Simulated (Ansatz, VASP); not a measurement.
Ga3H: VASP beside Ansatz

```
Ga H
1.0
     0.00000    3.11809    3.11809
     3.11809    0.00000    3.11809
     3.11809    3.11809    0.00000
Ga H
3 1
Direct
  0.25000 0.25000 0.25000
  0.50000 0.50000 0.50000
  0.75000 0.75000 0.75000
  0.00000 0.00000 0.00000
```

Change from the starting cell: species swapped into the YMg3 type (Fm-3m, No. 225).

Alike in both runs: functional PBE; k mesh 4 × 4 × 4; occupations gaussian, width 0.1 eV; no spin polarisation.

Ansatz relaxed the structure, and its values are those at the end. VASP's run is a single point on that final structure, the one shown.

|  | VASP | Ansatz |
| --- | --- | --- |
| version | VASP 6.6.1 | Ansatz 0.2.0 |
| potentials or method | VASP PAW PBE potentials, release 64 (Ga_d, H), cutoff 520 eV | scalar-relativistic, plane waves, PAW |
| valence electrons in the cell | 40 | 40 |

|  | VASP | Ansatz | Ansatz less VASP |
| --- | --- | --- | --- |
| gap on the k mesh at the Fermi level (eV) | none | none | - |
| pressure (GPa) | 0.2 | 0.2 | -0.07 |

A gap of «none» marks a metal or a gap that the smearing closes.

The k mesh is coarse, so the values compare programs but aren't converged.
